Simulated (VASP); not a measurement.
**Be: single point with PBE**

The system is Be.

```
Be
1.0
    -1.25009    1.25009    1.25009
     1.25009   -1.25009    1.25009
     1.25009    1.25009   -1.25009
Be
1
Direct
  0.00000 0.00000 0.00000
```

* Program: VASP 6.6.1
* Task: single point
* Functional: PBE
* Potentials or basis: VASP PAW PBE potentials, release 64 (Be)
* Cutoff: 520 eV
* k mesh: 30 × 30 × 30
* Occupations: gaussian, width 0.1 eV
* Spin: no spin polarisation
* Dipole correction: no
* Further INCAR settings: ALGO = Fast; EDIFF = 1e-07; NBANDS = 7

```yaml
Pressure: 0.2 GPa
Band_gap_on_the_k_mesh: zero (band 1 reaches 11.97 eV, above the bottom of band 2 at 6.62 eV)
```

Levels at points of the mesh, in eV from the Fermi level:
```csv
k point,band 1,band 2,band 3,band 4,band 5,band 6
"(0.00, 0.00, 0.00)",-12.32,19.41,19.41,19.41,30.80,30.80
"(0.50, 0.00, 0.00)",-5.29,0.35,12.27,15.48,20.42,26.31
"(0.50, 0.50, 0.50)",3.94,3.94,3.94,9.79,9.79,18.44
```

It took 39 s on 1 thread of AMD EPYC 7R43 64-Core Processor (Zen 3), on a shared host, peak memory 0.11 GiB.
